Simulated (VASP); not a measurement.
# ZrAl3B3N (P4mm) in VASP: a series of runs

Runs on ZrAl3B3N. Level: PBE. Tasks: single point.

Everything below comes from runs of VASP 6.6.1. Logs are shortened: lines on timing, memory, paths and dates and some standing lists are left out, and cuts for length are marked.

### 1 The cell of the first run

Symmetry: P4mm, No. 99, tetragonal system. Conventional cell: a = 3.538 Å, b = 3.538 Å, c = 8.192 Å, α = 90.00°, β = 90.00°, γ = 90.00°. Within 2.9 Å of Zr (site symmetry 4mm) lie 1 N at 2.16 Å and 4 Al at 2.59 Å and 4 B at 2.60 Å. Al (site symmetry 4mm) has 4 N at 2.51 Å and 2 Al at 2.66 to 2.68 Å and 4 B at 2.92 Å and 4 Zr at 3.20 Å within 3.3 Å. Within 2.9 Å of Al (site symmetry 4mm) lie 4 B at 2.15 Å and 4 Zr at 2.59 Å and 2 Al at 2.68 to 2.84 Å. Al (site symmetry 4mm) has 8 B at 2.40 to 2.75 Å and 2 Al at 2.66 to 2.84 Å within 3.2 Å. Within 2.9 Å of B (site symmetry 2mm) lie 4 Al at 2.15 to 2.40 Å and 4 B at 2.50 Å and 2 Zr at 2.60 Å. B (site symmetry 4mm) has 1 N at 1.35 Å within 1.8 Å. Within 1.8 Å of N (site symmetry 4mm) lie 1 B at 1.35 Å.

### 2 Single point, PBE

INCAR

```
PREC     = Accurate       # precision mode
ENCUT    = 520            # plane-wave cutoff, eV
EDIFF    = 1E-6           # SCF threshold, eV
ISMEAR   = 0              # smearing method
SIGMA    = 0.15           # smearing width, eV
LREAL    = False          # projectors in reciprocal space
LASPH    = True           # aspherical terms in the spheres
NELM     = 60             # most SCF steps
ALGO     = Normal         # electronic algorithm
ISIF     = 2              # what is computed and relaxed
LWAVE    = False          # write WAVECAR
LCHARG   = True           # write CHGCAR
GGA      = PE             # functional
LELF     = True           # ELF
LVHAR    = True         
NBANDS   = 28             # bands
```

KPOINTS

```
regular mesh
0
Gamma
  3 3 2
```

POSCAR

```
ZrAl3B3N
1.0
    3.5377553316      0.0000000000      0.0000000000
    0.0000000000      3.5377553316      0.0000000000
    0.0000000000      0.0000000000      8.1917164004
Zr Al B N
1 3 3 1
Direct
    0.5000000000      0.5000000000      0.2624958372
    0.0000000000      0.0000000000      1.0180421987
    0.0000000000      0.0000000000      0.3456520464
    0.0000000000      0.0000000000      0.6928494423
    0.5000000000      0.0000000000      0.4957009757
    0.0000000000      0.5000000000      0.4957009757
    0.5000000000      0.5000000000      0.8336763102
    0.5000000000      0.5000000000     -0.0017064262
```

Potentials or basis: VASP PAW PBE potentials, release 64 (Zr_sv, Al, B, N).

On the command line:

```sh
cat potpaw_PBE.64/Zr_sv/POTCAR potpaw_PBE.64/Al/POTCAR potpaw_PBE.64/B/POTCAR potpaw_PBE.64/N/POTCAR > POTCAR
mpirun -np 1 vasp_std > vasp.out
```

OUTCAR:

```text
PREC = Accurate
   ENCUT = 520
   EDIFF = 1E-6
   ISMEAR = 0
   LREAL = False
   LASPH = True
   NELM = 60
   ISIF = 2
   GGA = PE

 ion  position               nearest neighbor table
   1  0.500  0.500  0.262-   8 2.16   3 2.59   3 2.59   3 2.59   3 2.59   5 2.60   5 2.60   6 2.60
                             6 2.60   2 3.20   2 3.20   2 3.20   2 3.20
   2  0.000  0.000  0.018-   8 2.51   8 2.51   8 2.51   8 2.51   4 2.66   3 2.68   1 3.20   1 3.20
                             1 3.20   1 3.20
   3  0.000  0.000  0.346-   5 2.15   6 2.15   6 2.15   5 2.15   1 2.59   1 2.59   1 2.59   1 2.59
                             2 2.68   4 2.84
   4  0.000  0.000  0.693-   5 2.40   6 2.40   6 2.40   5 2.40   2 2.66   7 2.75   7 2.75   7 2.75
                             7 2.75   3 2.84
   5  0.500  0.000  0.496-   3 2.15   3 2.15   4 2.40   4 2.40   1 2.60   1 2.60
   6  0.000  0.500  0.496-   3 2.15   3 2.15   4 2.40   4 2.40   1 2.60   1 2.60
   7  0.500  0.500  0.834-   8 1.35   4 2.75   4 2.75   4 2.75   4 2.75
   8  0.500  0.500  0.998-   7 1.35   1 2.16   2 2.51   2 2.51   2 2.51   2 2.51

  LATTYP: Found a simple tetragonal cell.
 ALAT       =     3.5377553316
 C/A-ratio  =     2.3155124175

  Lattice vectors:

 A1 = (   3.5377553316,   0.0000000000,   0.0000000000)
 A2 = (   0.0000000000,   3.5377553316,   0.0000000000)
 A3 = (   0.0000000000,   0.0000000000,   8.1917164004)

Analysis of symmetry for initial positions (statically):
=====================================================================
 Subroutine PRICEL returns:
 Original cell was already a primitive cell.

 Routine SETGRP: Setting up the symmetry group for a
 simple tetragonal supercell.

 Subroutine GETGRP returns: Found  8 space group operations
 (whereof  8 operations were pure point group operations)
 out of a pool of 16 trial point group operations.

The static configuration has the point symmetry C_4v.

Analysis of symmetry for dynamics (positions and initial velocities):
=====================================================================
 Subroutine PRICEL returns:
 Original cell was already a primitive cell.

 Routine SETGRP: Setting up the symmetry group for a
 simple tetragonal supercell.

 Subroutine GETGRP returns: Found  8 space group operations
 (whereof  8 operations were pure point group operations)
 out of a pool of 16 trial point group operations.

The dynamic configuration has the point symmetry C_4v.

 Subroutine INISYM returns: Found  8 space group operations
 (whereof  8 operations are pure point group operations),
 and found     1 'primitive' translations

----------------------------------------------------------------------------------------

                                     Primitive cell

  volume of cell :     102.5252

  direct lattice vectors                    reciprocal lattice vectors
     3.537755332  0.000000000  0.000000000     0.282665110  0.000000000  0.000000000
     0.000000000  3.537755332  0.000000000     0.000000000  0.282665110  0.000000000
     0.000000000  0.000000000  8.191716400     0.000000000  0.000000000  0.122074539

  length of vectors
     3.537755332  3.537755332  8.191716400     0.282665110  0.282665110  0.122074539

  position of ions in fractional coordinates (direct lattice)
     0.500000000  0.500000000  0.262495837
     0.000000000  0.000000000  0.018042199
     0.000000000  0.000000000  0.345652046
     0.000000000  0.000000000  0.692849442
     0.500000000  0.000000000  0.495700976
     0.000000000  0.500000000  0.495700976
     0.500000000  0.500000000  0.833676310
     0.500000000  0.500000000  0.998293574

  ion indices of the primitive-cell ions
   primitive index   ion index
                 1           1
                 2           2
                 3           3
                 4           4
                 5           5
                 6           6
                 7           7
                 8           8

----------------------------------------------------------------------------------------

 KPOINTS: regular mesh

Automatic generation of k-mesh.
 Grid dimensions read from file:
 generate k-points for:    3    3    2

 Generating k-lattice:

  Cartesian coordinates                     Fractional coordinates (reciprocal lattice)
     0.094221703  0.000000000  0.000000000     0.333333333  0.000000000  0.000000000
     0.000000000  0.094221703  0.000000000     0.000000000  0.333333333  0.000000000
     0.000000000  0.000000000  0.061037269     0.000000000  0.000000000  0.500000000

  Length of vectors
     0.094221703  0.094221703  0.061037269

  Shift w.r.t. Gamma in fractional coordinates (k-lattice)
     0.000000000  0.000000000  0.000000000

 Subroutine IBZKPT returns following result:
 ===========================================

 Found      6 irreducible k-points:

 Following reciprocal coordinates:
            Coordinates               Weight
  0.000000  0.000000  0.000000      1.000000
  0.333333  0.000000  0.000000      4.000000
  0.333333  0.333333  0.000000      4.000000
  0.000000  0.000000  0.500000      1.000000
  0.333333  0.000000  0.500000      4.000000
  0.333333  0.333333  0.500000      4.000000
   k-points           NKPTS =      6   k-points in BZ     NKDIM =      6   number of bands    NBANDS=     28
   number of dos      NEDOS =    301   number of ions     NIONS =      8
   total plane-waves  NPLWV =  50176
   dimension x,y,z NGX =    28 NGY =   28 NGZ =   64
   dimension x,y,z NGXF=    56 NGYF=   56 NGZF=  128
   ions per type =               1   3   3   1
   NGX,Y,Z   is equivalent  to a cutoff of  13.16, 13.16, 12.99 a.u.
   NGXF,Y,Z  is equivalent  to a cutoff of  26.32, 26.32, 25.98 a.u.
 SYSTEM =  unknown system
   PREC   = accura    normal or accurate (medium, high low for compatibility)
   ISTART =      0    job   : 0-new  1-cont  2-samecut
   ICHARG =      2    charge: 1-file 2-atom 10-const
   ISPIN  =      1    spin polarized calculation?
   LNONCOLLINEAR =      F non collinear calculations
   LSORBIT =      F    spin-orbit coupling
   LASPH  =      T    aspherical Exc in radial PAW
   ENCUT  =  520.0 eV  38.22 Ry    6.18 a.u.   6.58  6.58 15.23*2*pi/ulx,y,z
   NELM   =     60;   NELMIN=  2; NELMDL= -5     # of ELM steps
   EDIFF  = 0.1E-05   stopping-criterion for ELM
   LREAL  =      F    real-space projection
   EDIFFG = 0.1E-04   stopping-criterion for IOM
   NSW    =      0    number of steps for IOM
   IBRION =     -1    ionic relax: 0-MD 1-quasi-New 2-CG
   NFREE  =      0    steps in history (QN), initial steepest desc. (CG)
   ISIF   =      2    stress and relaxation
   ISYM   =      2    0-nonsym 1-usesym 2-fastsym
   POTIM  = 0.5000    time-step for ionic-motion
   TEBEG  =    0.0;   TEEND  =   0.0 temperature during run
   PSTRESS=    0.0 pullay stress
   NELECT =      35.0000    total number of electrons
   NUPDOWN=      -1.0000    fix difference up-down
   EMIN   =  10.00;   EMAX   =-10.00  energy-range for DOS
   EFERMI =   0.00;   METHOD = LEGACY
   ISMEAR =     0;   SIGMA  =   0.15  broadening in eV -4-tet -1-fermi 0-gaus
   EFERMI_NEDOS =   21; number of points for ismear=-14 and -15
   IALGO  =     38    algorithm
   IMIX   =      4    mixing-type and parameters
     AMIX     =   0.40;   BMIX     =  1.00
     AMIX_MAG =   1.60;   BMIX_MAG =  1.00
  volume/ion in A,a.u.               =      12.82        86.48
  Fermi-wavevector in a.u.,A,eV,Ry     =   1.144162  2.162152 17.811464  1.309106
  Thomas-Fermi vector in A             =   2.280854
   LORBIT       =      0    0 simple, 1 ext, 2 COOP (PROOUT), +10 PAW based schemes
   GGA     = PE    functional components
   LHFCALC =     F    Hartree Fock is set to
   AEXX    =    0.0000 exact exchange contribution
   IVDW    =     0    specifies the selected vdW correction
   LEPSILON=     F    determine dielectric tensor
   LRPA    =     F    only Hartree local field effects (RPA)
 non-spin polarized calculation
 Gauss-broadening in eV      SIGMA  =   0.15
  energy-cutoff  :      520.00
  volume of cell :      102.53
 maximum number of plane-waves:      2790
 NGX is ok and might be reduce to    28
   NGX = 13   NGY = 13   NGZ = 31

 number of electron      35.0000000 magnetization

 Free energy of the ion-electron system (eV)
  ---------------------------------------------------
  ext. energy  EPLUGINS =         0.00000000
  ---------------------------------------------------
  free energy    TOTEN  =       -44.99498404 eV

  energy without entropy =      -44.96387925  energy(sigma->0) =      -44.97943164

 E-fermi :   7.4417     XC(G=0): -10.8157

 val. band max:        7.4184375609   @ k =   0.0000   0.0000   0.5000
 cond. band min:       7.4763883537   @ k =   0.0000   0.0000   0.0000
 fundamental gap:      0.0579507928
 Fermi energy:         7.4417195546

 k-point     1 :       0.0000    0.0000    0.0000
  band No.  band energies     occupation
      1     -40.7378      2.00000
      2     -19.0852      2.00000
      3     -18.8138      2.00000
      4     -18.8138      2.00000
      5      -9.0791      2.00000
      6      -4.1770      2.00000
[... 20 lines left out ...]
     27      12.5183      0.00000
     28      13.1005      0.00000

 k-point     2 :       0.3333    0.0000    0.0000
  band No.  band energies     occupation
      1     -40.7249      2.00000
      2     -19.0580      2.00000
      3     -19.0236      2.00000
      4     -18.7956      2.00000
      5      -8.8265      2.00000
      6      -3.1601      2.00000
[... 20 lines left out ...]
     27      12.7981      0.00000
     28      12.8343      0.00000

 k-point     3 :       0.3333    0.3333    0.0000
  band No.  band energies     occupation
      1     -40.7127      2.00000
      2     -19.0325      2.00000
      3     -18.9966      2.00000
      4     -18.9897      2.00000
      5      -8.6279      2.00000
      6      -2.1867      2.00000
[... 20 lines left out ...]
     27      12.8428      0.00000
     28      13.5649      0.00000

 k-point     4 :       0.0000    0.0000    0.5000
  band No.  band energies     occupation
      1     -40.7378      2.00000
      2     -19.0852      2.00000
      3     -18.8138      2.00000
      4     -18.8138      2.00000
      5      -9.0742      2.00000
      6      -4.2504      2.00000
[... 20 lines left out ...]
     27      12.1888      0.00000
     28      12.7540      0.00000

 k-point     5 :       0.3333    0.0000    0.5000
  band No.  band energies     occupation
      1     -40.7249      2.00000
      2     -19.0581      2.00000
      3     -19.0235      2.00000
      4     -18.7955      2.00000
      5      -8.8242      2.00000
      6      -3.2011      2.00000
[... 20 lines left out ...]
     27      12.7149      0.00000
     28      12.8855      0.00000

 k-point     6 :       0.3333    0.3333    0.5000
  band No.  band energies     occupation
      1     -40.7127      2.00000
      2     -19.0325      2.00000
      3     -18.9966      2.00000
      4     -18.9897      2.00000
      5      -8.6267      2.00000
      6      -2.2089      2.00000
[... 20 lines left out ...]
     27      13.0398      0.00000
     28      13.2677      0.00000

------------------------ aborting loop because EDIFF is reached ----------------------------------------

  FORCE on cell =-STRESS in cart. coord.  units (eV):
  Direction    XX          YY          ZZ          XY          YZ          ZX
  --------------------------------------------------------------------------------------
  -------------------------------------------------------------------------------------
  Total        0.0615182      0.0615182      0.1833606      0.0000000     -0.0000000      0.0000000
  in kB        0.9613553      0.9613553      2.8654052      0.0000000     -0.0000000      0.0000000
  external PRESSURE =       1.5960386 kB  Pullay stress =       0.0000000 kB

 VOLUME and BASIS-vectors are now :
 -----------------------------------------------------------------------------
  energy-cutoff  :      520.00
  volume of cell :      102.53
      direct lattice vectors                 reciprocal lattice vectors
     3.537755332  0.000000000  0.000000000     0.282665110  0.000000000  0.000000000
     0.000000000  3.537755332  0.000000000     0.000000000  0.282665110  0.000000000
     0.000000000  0.000000000  8.191716400     0.000000000  0.000000000  0.122074539

 POSITION                                       TOTAL-FORCE (eV/Angst)
 -----------------------------------------------------------------------------------
      1.76888      1.76888      2.15029        -0.000000      0.000000     -0.007625
      0.00000      0.00000      0.14780        -0.000000     -0.000000     -0.005433
      0.00000      0.00000      2.83148        -0.000000     -0.000000     -0.000012
      0.00000      0.00000      5.67563        -0.000000     -0.000000     -0.006910
      1.76888      0.00000      4.06064        -0.000000     -0.000000      0.004052
      0.00000      1.76888      4.06064         0.000000     -0.000000      0.004052
      1.76888      1.76888      6.82924        -0.000000     -0.000000     -0.017627
      1.76888      1.76888      8.17774        -0.000000     -0.000000      0.029503
 -----------------------------------------------------------------------------------
    total drift:                                0.000000      0.000000     -0.000046

  FREE ENERGIE OF THE ION-ELECTRON SYSTEM (eV)
  ---------------------------------------------------
  free  energy   TOTEN  =       -44.9949840369 eV

  energy  without entropy=      -44.9638792498  energy(sigma->0) =      -44.97943164
```

Run time: 19 s. Hardware: 1 thread of AMD EPYC 7R13 (Zen 3), shared host; peak memory 0.19 GiB.

What came out:

| Item | Value |
| --- | --- |
| Free energy | -44.9950 eV |
| Pressure | 0.2 GPa |
| Largest force | 0.030 eV/Å |

Forces on the atoms (eV/Å):
```
Zr   0.000  0.000 -0.008
Al   0.000  0.000 -0.005
Al   0.000  0.000  0.000
Al   0.000  0.000 -0.007
B    0.000  0.000  0.004
B    0.000  0.000  0.004
B    0.000  0.000 -0.018
N    0.000  0.000  0.030
```

Stress tensor (GPa, compression positive):
```
0.10 0.00 0.00
0.00 0.10 0.00
0.00 0.00 0.29
```

Caveat: the k points lie up to 0.59 Å⁻¹ apart.

(Continued in part 2 of 2.)
